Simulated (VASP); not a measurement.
A run of VASP 6.6.1:

File INCAR:

```
PREC = Accurate
ENCUT = 520
EDIFF = 1E-6
ISMEAR = 0
SIGMA = 0.15
LREAL = False
LASPH = True
NELM = 80
ALGO = Normal
ISIF = 2
LWAVE = False
LCHARG = False
GGA = PE
NBANDS = 8
```

The input KPOINTS:

```
regular mesh
0
Gamma
  20 20 20
```

File POSCAR:

```
Al
1.0
    0.0000000000      2.0239800000      1.9329009000
    2.0239800000      0.0000000000      1.9329009000
    2.0239800000      2.0239800000      0.0000000000
Al
1
Direct
    0.0000000000      0.0000000000      0.0000000000
```

Potentials or basis: VASP PAW PBE potentials, release 64 (Al).

Run with:

```bash
$ cat potpaw_PBE.64/Al/POTCAR > POTCAR
$ mpirun -np 1 vasp_std > vasp.out
```

Hardware: 1 thread of Intel(R) Xeon(R) 6975P-C (Granite Rapids) (shared host).

Problem. How long does it take, and how much memory?

Solution. It took 20 s on 1 thread of Intel(R) Xeon(R) 6975P-C (Granite Rapids), with other jobs on the host, peak memory 0.18 GiB. Counts: scf iterations 10, k points 641.
